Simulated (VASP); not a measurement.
# MoS2 (P-6m2) in VASP: single point with HSE06

Aim: the single point of MoS2 with HSE06.

All numbers are computed with VASP 6.6.1; they aren't measurements. Logs are shortened: lines on timing, memory, paths and dates and some standing lists are left out, and cuts for length are marked.

### 1 The cell of the first run

It takes space group P-6m2 (No. 187, hexagonal). Conventional cell: a = 3.106 Å, b = 3.106 Å, c = 6.670 Å, α = 90.00°, β = 90.00°, γ = 120.00°. Within 3.2 Å of Mo (site symmetry -6m2) lie 6 S at 2.39 Å and 6 Mo at 3.11 Å. S (site symmetry 3m) has 3 Mo at 2.39 Å and 7 S at 3.11 to 3.15 Å within 3.2 Å.

### 2 Single point, HSE06 (strain -2.0%)

File POSCAR:

```
MoS2
1.0
    3.1059543044      0.0000000000      0.0000000000
   -1.5529771522      2.6898353306      0.0000000000
    0.0000000000      0.0000000000      6.6704083680
Mo S
1 2
Direct
    0.0000000000      0.0000000000      0.0000000000
    0.3333333333      0.6666666667      0.2361469467
    0.3333333333      0.6666666667      0.7638530533
```

File INCAR.step1:

```
SYSTEM = MoS2
  PREC = Accurate
  ENCUT = 400
  EDIFF = 1E-5
  ISMEAR = 0
  SIGMA = 0.01
  LREAL = .False.
  LASPH = .True.
  NELM = 120
  ALGO = Normal
  ISIF = 2
  LWAVE = .True.
  NBANDS = 20
  GGA = PE
  GGA_COMPAT = .False.
```

File INCAR.step2:

```
SYSTEM = MoS2
  PREC = Accurate
  ENCUT = 400
  EDIFF = 1E-6
  ISMEAR = 0
  SIGMA = 0.01
  LREAL = .False.
  LASPH = .True.
  NELM = 120
  ALGO = Normal
  ISIF = 2
  LWAVE = .False.
  LCHARG = .True.
  GGA = PE
  LHFCALC = .True.
  HFSCREEN = 0.2079
  PRECFOCK = Normal
  LELF = .True.
  LVHAR = .True.
  NBANDS = 20
  ISTART = 1
  GGA_COMPAT = .False.
```

File KPOINTS:

```
regular mesh
0
Gamma
  6 6 4
  0 0 0
```

Potentials or basis: VASP PAW PBE potentials, release 64 (Mo_sv, S).

Started as:

```console
cat potpaw_PBE.64/Mo_sv/POTCAR potpaw_PBE.64/S/POTCAR > POTCAR
cp INCAR.step1 INCAR
mpirun -np 1 vasp_std > vasp.out
cp INCAR.step2 INCAR
mpirun -np 1 vasp_std > vasp.out
```

OUTCAR:

```text
SYSTEM = MoS2
   PREC = Accurate
   ENCUT = 400
   EDIFF = 1E-6
   ISMEAR = 0
   LREAL = .False.
   LASPH = .True.
   NELM = 120
   ISIF = 2
   GGA = PE
   LHFCALC = .True.
   HFSCREEN = 0.2079
   PRECFOCK = Normal
   ISTART = 1

 ion  position               nearest neighbor table
   1  0.000  0.000  0.000-   2 2.39   3 2.39   2 2.39   3 2.39   2 2.39   3 2.39
   2  0.333  0.667  0.236-   1 2.39   1 2.39   1 2.39
   3  0.333  0.667  0.764-   1 2.39   1 2.39   1 2.39

  LATTYP: Found a hexagonal cell.
 ALAT       =     3.1059543044
 C/A-ratio  =     2.1476196087

  Lattice vectors:

 A1 = (   3.1059543044,   0.0000000000,   0.0000000000)
 A2 = (  -1.5529771522,   2.6898353306,   0.0000000000)
 A3 = (   0.0000000000,   0.0000000000,   6.6704083680)

Analysis of symmetry for initial positions (statically):
=====================================================================
 Subroutine PRICEL returns:
 Original cell was already a primitive cell.

 Routine SETGRP: Setting up the symmetry group for a
 hexagonal supercell.

 Subroutine GETGRP returns: Found 12 space group operations
 (whereof 12 operations were pure point group operations)
 out of a pool of 24 trial point group operations.

The static configuration has the point symmetry D_3h.

Analysis of symmetry for dynamics (positions and initial velocities):
=====================================================================
 Subroutine PRICEL returns:
 Original cell was already a primitive cell.

 Routine SETGRP: Setting up the symmetry group for a
 hexagonal supercell.

 Subroutine GETGRP returns: Found 12 space group operations
 (whereof 12 operations were pure point group operations)
 out of a pool of 24 trial point group operations.

The dynamic configuration has the point symmetry D_3h.

 Subroutine INISYM returns: Found 12 space group operations
 (whereof 12 operations are pure point group operations),
 and found     1 'primitive' translations

----------------------------------------------------------------------------------------

                                     Primitive cell

  volume of cell :      55.7280

  direct lattice vectors                    reciprocal lattice vectors
     3.105954304  0.000000000  0.000000000     0.321962238  0.185884985  0.000000000
    -1.552977152  2.689835331  0.000000000     0.000000000  0.371769970  0.000000000
     0.000000000  0.000000000  6.670408368     0.000000000  0.000000000  0.149915859

  length of vectors
     3.105954304  3.105954304  6.670408368     0.371769970  0.371769970  0.149915859

  position of ions in fractional coordinates (direct lattice)
     0.000000000  0.000000000  0.000000000
     0.333333333  0.666666667  0.236146947
     0.333333333  0.666666667  0.763853053

  ion indices of the primitive-cell ions
   primitive index   ion index
                 1           1
                 2           2
                 3           3

----------------------------------------------------------------------------------------

 KPOINTS: regular mesh

Automatic generation of k-mesh.
 Grid dimensions read from file:
 generate k-points for:    6    6    4

 Generating k-lattice:

  Cartesian coordinates                     Fractional coordinates (reciprocal lattice)
     0.053660373  0.030980831  0.000000000     0.166666667 -0.000000000  0.000000000
     0.000000000  0.061961662  0.000000000     0.000000000  0.166666667  0.000000000
     0.000000000  0.000000000  0.037478965     0.000000000  0.000000000  0.250000000

  Length of vectors
     0.061961662  0.061961662  0.037478965

  Shift w.r.t. Gamma in fractional coordinates (k-lattice)
     0.000000000  0.000000000  0.000000000

 Subroutine IBZKPT returns following result:
 ===========================================

 Found     21 irreducible k-points:

 Following reciprocal coordinates:
            Coordinates               Weight
  0.000000  0.000000  0.000000      1.000000
  0.166667  0.000000  0.000000      6.000000
  0.333333  0.000000  0.000000      6.000000
  0.500000  0.000000  0.000000      3.000000
  0.166667  0.166667  0.000000      6.000000
  0.333333  0.166667  0.000000     12.000000
[... 13 lines left out ...]
  0.333333  0.166667  0.500000     12.000000
  0.333333  0.333333  0.500000      2.000000
   k-points           NKPTS =     21   k-points in BZ     NKDIM =    144   number of bands    NBANDS=     20
   number of dos      NEDOS =    301   number of ions     NIONS =      3
   total plane-waves  NPLWV =  19200
   dimension x,y,z NGX =    20 NGY =   20 NGZ =   48
   dimension x,y,z NGXF=    40 NGYF=   40 NGZF=   96
   ions per type =               1   2
   NGX,Y,Z   is equivalent  to a cutoff of  10.70, 10.70, 11.96 a.u.
   NGXF,Y,Z  is equivalent  to a cutoff of  21.41, 21.41, 23.93 a.u.
 SYSTEM =  MoS2
   PREC   = accura    normal or accurate (medium, high low for compatibility)
   ISTART =      1    job   : 0-new  1-cont  2-samecut
   ICHARG =      0    charge: 1-file 2-atom 10-const
   ISPIN  =      1    spin polarized calculation?
   LNONCOLLINEAR =      F non collinear calculations
   LSORBIT =      F    spin-orbit coupling
   LASPH  =      T    aspherical Exc in radial PAW
   ENCUT  =  400.0 eV  29.40 Ry    5.42 a.u.   5.07  5.07 10.88*2*pi/ulx,y,z
   NELM   =    120;   NELMIN=  2; NELMDL=  0     # of ELM steps
   EDIFF  = 0.1E-05   stopping-criterion for ELM
   LREAL  =      F    real-space projection
   EDIFFG = 0.1E-04   stopping-criterion for IOM
   NSW    =      0    number of steps for IOM
   IBRION =     -1    ionic relax: 0-MD 1-quasi-New 2-CG
   NFREE  =      0    steps in history (QN), initial steepest desc. (CG)
   ISIF   =      2    stress and relaxation
   ISYM   =      3    0-nonsym 1-usesym 2-fastsym
   POTIM  = 0.5000    time-step for ionic-motion
   TEBEG  =    0.0;   TEEND  =   0.0 temperature during run
   PSTRESS=    0.0 pullay stress
   NELECT =      26.0000    total number of electrons
   NUPDOWN=      -1.0000    fix difference up-down
   EMIN   =  10.00;   EMAX   =-10.00  energy-range for DOS
   EFERMI =   0.00;   METHOD = LEGACY
   ISMEAR =     0;   SIGMA  =   0.01  broadening in eV -4-tet -1-fermi 0-gaus
   EFERMI_NEDOS =   21; number of points for ismear=-14 and -15
   IALGO  =     38    algorithm
   IMIX   =      1    mixing-type and parameters
     AMIX     =   0.40;   BMIX     =  1.00
     AMIX_MAG =   1.60;   BMIX_MAG =  1.00
  volume/ion in A,a.u.               =      18.58       125.36
  Fermi-wavevector in a.u.,A,eV,Ry     =   1.269721  2.399424 21.935188  1.612191
  Thomas-Fermi vector in A             =   2.402747
   LORBIT       =      0    0 simple, 1 ext, 2 COOP (PROOUT), +10 PAW based schemes
   GGA     = PE    functional components
   LHFCALC =     T    Hartree Fock is set to
   PRECFOCK=normal    Normal, Fast or Accurate (Low or Medium for compatibility)
   ENCUT4O =  -1.0   cutoff for four orbital integrals eV
   NKREDX  =     1    reduce k-point grid by
   NKREDY  =     1    reduce k-point grid by
   NKREDZ  =     1    reduce k-point grid by
   AEXX    =    0.2500 exact exchange contribution
   HFSCREEN=    0.2079 screening length (either q_TF or 0.3 A-1)
   HFSCREENC=   0.2079 screening length for correlation (either q_TF or 0.3 A-1)
   ENCUTFOCK=  -1.0 apply spherical cutoff to Coloumb kernel
   IVDW    =     0    specifies the selected vdW correction
   LEPSILON=     F    determine dielectric tensor
   LRPA    =     F    only Hartree local field effects (RPA)
 non-spin polarized calculation
 Gauss-broadening in eV      SIGMA  =   0.01
  energy-cutoff  :      400.00
  volume of cell :       55.73
 maximum number of plane-waves:      1024
  NGX = 16; NGY = 16; NGZ = 36

 number of electron      26.0000004 magnetization

 Free energy of the ion-electron system (eV)
  ---------------------------------------------------
  ext. energy  EPLUGINS =         0.00000000
  ---------------------------------------------------
  free energy    TOTEN  =       -26.11219547 eV

  energy without entropy =      -26.11219547  energy(sigma->0) =      -26.11219547

 E-fermi :   6.2876     XC(G=0):  -8.6031

 val. band max:        6.2135855242   @ k =   0.0000   0.0000   0.5000
 cond. band min:       8.1112995141   @ k =   0.1667   0.1667   0.0000
 fundamental gap:      1.8977139899
 Fermi energy:         6.2875587745

 k-point     1 :       0.0000    0.0000    0.0000
  band No.  band energies     occupation
      1     -58.8507      2.00000
      2     -31.6387      2.00000
      3     -31.2864      2.00000
      4     -31.2864      2.00000
      5     -10.0830      2.00000
      6      -8.4648      2.00000
[... 12 lines left out ...]
     19      14.8993      0.00000
     20      16.5545      0.00000

 k-point     2 :       0.1667    0.0000    0.0000
  band No.  band energies     occupation
      1     -58.8356      2.00000
      2     -31.6102      2.00000
      3     -31.4318      2.00000
      4     -31.3191      2.00000
      5      -9.6001      2.00000
      6      -8.2700      2.00000
[... 12 lines left out ...]
     19      15.7853      0.00000
     20      17.0863      0.00000

 k-point     3 :       0.3333    0.0000    0.0000
  band No.  band energies     occupation
      1     -58.8051      2.00000
      2     -31.7143      2.00000
      3     -31.5523      2.00000
      4     -31.3843      2.00000
      5      -8.4586      2.00000
      6      -7.8204      2.00000
[... 12 lines left out ...]
     19      14.8173      0.00000
     20      15.6060      0.00000

 k-point     4 :       0.5000    0.0000    0.0000
  band No.  band energies     occupation
      1     -58.7898      2.00000
      2     -31.8512      2.00000
      3     -31.5227      2.00000
      4     -31.4167      2.00000
      5      -7.7287      2.00000
      6      -7.5531      2.00000
[... 360 lines left out ...]
 k-point    20 :       0.3333    0.1667    0.5000
  band No.  band energies     occupation
      1     -58.7898      2.00000
      2     -31.7802      2.00000
      3     -31.5231      2.00000
      4     -31.4914      2.00000
      5      -7.6524      2.00000
      6      -7.6457      2.00000
[... 12 lines left out ...]
     19      15.2769      0.00000
     20      16.8135      0.00000

 k-point    21 :       0.3333    0.3333    0.5000
  band No.  band energies     occupation
      1     -58.7822      2.00000
      2     -31.7005      2.00000
      3     -31.6583      2.00000
      4     -31.5086      2.00000
      5      -7.4549      2.00000
      6      -7.2703      2.00000
[... 12 lines left out ...]
     19      15.6056      0.00000
     20      15.6515      0.00000

------------------------ aborting loop because EDIFF is reached ----------------------------------------

  FORCE on cell =-STRESS in cart. coord.  units (eV):
  Direction    XX          YY          ZZ          XY          YZ          ZX
  --------------------------------------------------------------------------------------
  -------------------------------------------------------------------------------------
  Total        1.0708108      1.0708108     -0.3587152      0.0000000     -0.0000000      0.0000000
  in kB       30.7857802     30.7857802    -10.3130503      0.0000000     -0.0000000      0.0000000
  external PRESSURE =      17.0861700 kB  Pullay stress =       0.0000000 kB

 VOLUME and BASIS-vectors are now :
 -----------------------------------------------------------------------------
  energy-cutoff  :      400.00
  volume of cell :       55.73
      direct lattice vectors                 reciprocal lattice vectors
     3.105954304  0.000000000  0.000000000     0.321962238  0.185884985  0.000000000
    -1.552977152  2.689835331  0.000000000     0.000000000  0.371769970  0.000000000
     0.000000000  0.000000000  6.670408368     0.000000000  0.000000000  0.149915859

 POSITION                                       TOTAL-FORCE (eV/Angst)
 -----------------------------------------------------------------------------------
      0.00000      0.00000      0.00000         0.000000      0.000000      0.000000
     -0.00000      1.79322      1.57520        -0.000000     -0.000000     -0.430979
     -0.00000      1.79322      5.09521         0.000000     -0.000000      0.430979
 -----------------------------------------------------------------------------------
    total drift:                               -0.000006      0.000007     -0.000003

  FREE ENERGIE OF THE ION-ELECTRON SYSTEM (eV)
  ---------------------------------------------------
  free  energy   TOTEN  =       -26.1121954672 eV

  energy  without entropy=      -26.1121954672  energy(sigma->0) =      -26.11219547
```

It took 41 min on 1 thread of Intel Xeon Platinum 8259CL at 2.50GHz (Skylake/Cascade Lake), shared host; peak memory 0.27 GiB.

What came out:

```
Free energy            : -26.1122 eV
Pressure               : 1.7 GPa
Largest force          : 0.431 eV/Å
Band gap on the k mesh : 1.90 eV (least direct gap 2.44 eV)
```

Forces on the atoms (eV/Å):
```
Mo   0.000  0.000  0.000
S    0.000  0.000 -0.431
S    0.000  0.000  0.431
```

Caveat: the cell differs from its parent crystal (strain -2.0%); the PAW data sets were made with another functional, which shifts forces and pressure a little; this functional lacks dispersion, which binds the layers, so the pressure and a relaxed spacing across them are unreliable. A k mesh can miss the band edges.
